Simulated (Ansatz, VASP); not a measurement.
# Two plane-wave programs on CrO2

```
Cr O
1.0
     4.42100    0.00000    0.00000
     0.00000    4.42100    0.00000
     0.00000    0.00000    2.91700
Cr O
2 4
Direct
  0.50000 0.50000 0.50000
  0.00000 0.00000 0.00000
  0.80100 0.19900 0.50000
  0.69900 0.69900 0.00000
  0.19900 0.80100 0.50000
  0.30100 0.30100 0.00000
```

Alike in both runs: task single point; functional PBEsol; k mesh 6 × 6 × 9; occupations fermi-dirac, width 0.05 eV; collinear spin.

|  | VASP | Ansatz |
| --- | --- | --- |
| version | VASP 6.6.1 | Ansatz 0.2.0 |
| potentials or method | VASP PAW PBE potentials, release 64 (Cr_pv, O) | Ansatz PAW |
| plane-wave cutoff (eV) | 520 | 420 |
| valence electrons in the cell | 48 | 52 |

Ansatz gave:

- gap on the k mesh at the Fermi level (eV): none
- pressure (GPa): -6.4
- traceless stress, the component that is largest in VASP (GPa): -1.63
- rms of the force components (eV/Å): 0.161
- net moment per atom (μB): 0.67
- size of the moment on the site where the two differ most (μB): 1.71

Task: Which values does VASP return?

Result: gap on the k mesh at the Fermi level (eV): none; pressure (GPa): -5.9; traceless stress, the component that is largest in VASP (GPa): -1.51; rms of the force components (eV/Å): 0.155; net moment per atom (μB): 0.67; size of the moment on the site where the two differ most (μB): 2.08.

VASP's potentials were made for PBE, not for PBEsol. Site moments also hang on the region over which each program counts them. Atom by atom the forces differ by 0.006 eV/Å (rms over components). A gap of «none» marks a metal or a gap that the smearing closes. VASP's potentials hold 48 valence electrons a cell and Ansatz's 52, so a difference there can come from the potentials and not from the codes.
